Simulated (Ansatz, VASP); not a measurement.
**One calculation of BN, two programs**

```
CELL_PARAMETERS angstrom
1.25112 0.72234 3.37293
-1.25112 0.72234 3.37293
0.00000 -1.44467 3.37293
ATOMIC_POSITIONS crystal
B 0.97991 0.97991 0.97991
N 0.33276 0.33276 0.33276
```

Alike in both runs: task single point; functional LDA; k mesh 12 × 12 × 12; occupations gaussian, width 0.05 eV; no spin polarisation.

|  | VASP | Ansatz |
| --- | --- | --- |
| version | VASP 6.6.1 | Ansatz 0.2.0 |
| potentials or method | VASP PAW LDA potentials, release 64 (B, N), cutoff 600 eV | scalar-relativistic, plane waves, PAW |
| valence electrons in the cell | 8 | 8 |

Ansatz gave:

| Property | Result |
| --- | --- |
| gap on the k mesh at the Fermi level (eV) | 3.65 |
| least direct gap on the mesh (eV) | 4.41 |
| pressure (GPa) | -6.9 |
| traceless stress, the component that is largest in VASP (GPa) | 0.85 |
| rms of the force components (eV/Å) | 1.556 |

**Question.** Which values does VASP return?

**Answer.** gap on the k mesh at the Fermi level (eV): 3.64; least direct gap on the mesh (eV): 4.40; pressure (GPa): -6.6; traceless stress, the component that is largest in VASP (GPa): 0.34; rms of the force components (eV/Å): 1.554.

LDA's correlation is that of Perdew and Zunger in VASP and of Perdew and Wang (1992) in Ansatz. Atom by atom the forces differ by 0.002 eV/Å (rms over components).
